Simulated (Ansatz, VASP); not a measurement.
**Te4W: VASP beside Ansatz**

```
CELL_PARAMETERS angstrom
0.00000 4.34735 4.34735
4.34735 0.00000 4.34735
4.34735 4.34735 0.00000
ATOMIC_POSITIONS crystal
Te 0.62419 0.62419 0.62419
Te 0.62419 0.62419 0.12744
Te 0.62419 0.12744 0.62419
Te 0.12744 0.62419 0.62419
W 0.25000 0.25000 0.25000
```

Alike in both runs: functional PBE; k mesh 4 × 4 × 4; occupations gaussian, width 0.1 eV; no spin polarisation.

Ansatz relaxed the structure, and its values are those at the end. VASP's run is a single point on that final structure, the one shown.

|  | VASP | Ansatz |
| --- | --- | --- |
| version | VASP 6.6.1 | Ansatz 0.2.0 |
| potentials or method | VASP PAW PBE potentials, release 64 (Te, W_sv), cutoff 520 eV | scalar-relativistic, plane waves, PAW |
| valence electrons in the cell | 38 | 78 |

|  | VASP | Ansatz | Ansatz less VASP |
| --- | --- | --- | --- |
| gap on the k mesh at the Fermi level (eV) | none | none | - |
| pressure (GPa) | 0.2 | 0.3 | +0.05 |
| rms of the force components (eV/Å) | 0.010 | 0.011 | +0.0009 |

A gap of «none» marks a metal or a gap that the smearing closes. The functional is the same, so the differences come from potentials, cutoffs and numerics. VASP's potentials hold 38 valence electrons a cell and Ansatz's 78, so a difference there can come from the potentials and not from the codes.

Neither program's run includes spin-orbit coupling.
